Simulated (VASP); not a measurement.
Si16C (a cell with a defect): single point with PBE

Si16C (a cell with a defect):

```
CELL_PARAMETERS angstrom
0.00000 5.43000 5.43000
5.43000 0.00000 5.43000
5.43000 5.43000 0.00000
ATOMIC_POSITIONS crystal
Si 0.02707 0.01654 0.88991
Si 0.16562 0.10569 0.05652
Si 0.97027 0.00108 0.43833
Si 0.12477 0.13578 0.52926
Si 0.04667 0.47908 0.99204
Si 0.15367 0.62979 0.09308
Si 0.00775 0.50742 0.48853
Si 0.09504 0.66117 0.59953
Si 0.51267 0.97807 0.04238
Si 0.69210 0.09481 0.13168
Si 0.53794 0.94339 0.50449
Si 0.51611 0.18238 0.70554
Si 0.52984 0.46104 0.03014
Si 0.65567 0.60853 0.11871
Si 0.49138 0.50882 0.49845
Si 0.63976 0.56716 0.63862
C 0.69657 0.05003 0.51504
```

| Property | Result |
| --- | --- |
| Program | VASP 6.6.1 |
| Task | single point |
| Functional | PBE |
| Potentials or basis | VASP PAW PBE potentials, release 64 (Si, C) |
| Cutoff | 520 eV |
| k mesh | 2 × 2 × 2 |
| Occupations | fermi-dirac, width 0.02 eV |
| Spin | collinear spin |
| Starting moments | [0.0, 0.0, 0.0, 0.0, 0.0, 0.0, 0.0, 0.0, 0.0, 0.0, 0.0, 0.0, 0.0, 0.0, 0.0, 0.0, 1.0] μB |
| Dipole correction | no |
| Further INCAR settings | LREAL = Auto; ALGO = Normal; EDIFF = 1e-06; NBANDS = 52 |

```json
{
 "Pressure": "4.0 GPa",
 "Largest force": "3.777 eV/Å",
 "Band gap on the k mesh": "zero (filled and empty bands overlap)",
 "Net moment": "0.00 μB per cell",
 "Valence electrons inside the program's atomic spheres": "Si 1.66, 1.65, 1.73, 1.64, 1.68, 1.72, 1.70, 1.67, 1.75, 1.74, 1.71 (each value once); C 2.52"
}
```

Forces in eV/Å, atoms in the order of the input:
```
Si   0.409  2.485 -0.410
Si   0.278 -0.859 -0.394
Si   0.049 -0.778  2.047
Si  -0.124  0.659  1.237
Si  -0.566 -1.799 -0.690
Si   0.919  0.559  0.384
Si  -1.998 -1.399 -0.669
Si  -0.336  3.748 -0.321
Si   0.298  0.934  0.302
Si   0.077 -1.004 -1.432
Si  -0.253 -0.835 -0.280
Si  -0.387  0.542 -0.882
Si  -0.490 -1.506  0.134
Si   0.003  1.063  0.368
Si   0.503 -2.671  0.499
Si   1.623  1.201  0.815
C   -0.006 -0.341 -0.708
```

Stress tensor (GPa, compression positive):
```
 5.60 -0.02  2.74
-0.02  2.42 -0.17
 2.74 -0.17  3.97
```

Levels at points of the mesh, in eV from the Fermi level:
Spin up:
```
           k point  band 32  band 33  band 34  band 35  band 36  band 37
(0.00, 0.00, 0.00)    -0.61    -0.53    -0.30    -0.16    -0.02     0.32
(0.50, 0.00, 0.00)    -0.95    -0.89    -0.22     0.45     0.72     0.99
(0.00, 0.50, 0.00)    -0.99    -0.54    -0.21     0.20     0.83     0.92
(0.00, 0.00, 0.50)    -0.92    -0.85     0.02     0.24     0.62     0.87
(0.50, 0.50, 0.50)    -0.80    -0.68    -0.09     0.58     0.82     0.83
(0.50, 0.50, 0.00)    -1.28    -0.87    -0.74     0.99     1.05     1.33
(0.00, 0.50, 0.50)    -1.29    -1.11     0.30     0.55     0.98     1.33
(0.50, 0.00, 0.50)    -1.39    -0.94    -0.75     0.70     1.28     1.37
```
Spin down:
```csv
k point,band 31,band 32,band 33,band 34,band 35,band 36,band 37,band 38
"(0.00, 0.00, 0.00)",-0.86,-0.61,-0.53,-0.30,-0.16,-0.02,0.32,0.48
"(0.50, 0.00, 0.00)",-1.23,-0.95,-0.89,-0.22,0.45,0.72,0.99,1.15
"(0.00, 0.50, 0.00)",-1.32,-0.99,-0.54,-0.21,0.20,0.83,0.92,1.11
"(0.00, 0.00, 0.50)",-1.08,-0.92,-0.85,0.02,0.24,0.62,0.87,1.12
"(0.50, 0.50, 0.50)",-1.14,-0.80,-0.68,-0.09,0.58,0.82,0.83,1.18
"(0.50, 0.50, 0.00)",-1.51,-1.28,-0.87,-0.74,0.99,1.05,1.33,1.50
"(0.00, 0.50, 0.50)",-1.41,-1.29,-1.11,0.30,0.55,0.98,1.33,1.56
"(0.50, 0.00, 0.50)",-1.60,-1.39,-0.94,-0.75,0.70,1.28,1.37,1.73
```

Run time: 4.8 min on 1 thread of Intel(R) Xeon(R) 6975P-C (Granite Rapids), with other jobs on the host, peak memory 0.71 GiB.

Caveat: the k points lie up to 0.50 Å⁻¹ apart; the atoms stand as in a frame of molecular dynamics.
